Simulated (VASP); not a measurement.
Set up this calculation in VASP 6.6.1, as the native input.

```yaml
Task: single point
Functional: PBEsol
Potentials_or_basis: VASP PAW PBE potentials, release 64 (Al, N)
Cutoff: 520 eV
k_mesh: 10 × 10 × 10
Occupations: gaussian, width 0.02 eV
Spin: no spin polarisation
Dipole_correction: no
Further_INCAR_settings: ALGO = Normal; EDIFF = 1e-06; NBANDS = 11
```

The structure of AlN lies in POSCAR:

```
AlN
1.0
   -0.1747194848      2.1975124797      2.1975124797
    2.0227929950      0.0000000000      2.0227929950
    2.0227929950      2.0227929950      0.0000000000
Al N
1 1
Direct
   -0.0396532948      0.0132177649      0.0132177649
    0.7896532948      0.7367822351      0.7367822351
```

This cell differs from its parent crystal: strained and its atoms moved.

These files were run (other wordings do the same):

INCAR

```
SYSTEM = AlN
ALGO = Normal
EDIFF = 1E-6
ENCUT = 520
GGA = PS
ISIF = 2
ISMEAR = 0
LASPH = .True.
LCHARG = .False.
LREAL = .False.
LWAVE = .False.
NBANDS = 11
NELM = 100
PREC = Accurate
SIGMA = 0.02
```

KPOINTS

```
k-points
0
Gamma
  10 10 10
  0 0 0
```

Potentials or basis: VASP PAW PBE potentials, release 64 (Al, N).

Launch:

```bash
$ cat potpaw_PBE.64/Al/POTCAR potpaw_PBE.64/N/POTCAR > POTCAR
$ mpirun -np 1 vasp_std > vasp.out
```

It gave:

```
Pressure               : 51.0 GPa
Largest force          : 2.978 eV/Å
Band gap on the k mesh : 3.34 eV, indirect (least direct gap 4.55 eV)
```

Caveat: the cell differs from its parent crystal (strained and its atoms moved); the PAW data sets were made with another functional, which shifts forces and pressure a little.

Run time: 40 s on 1 thread of AMD EPYC 7R13, on a shared host, peak memory 0.12 GiB.
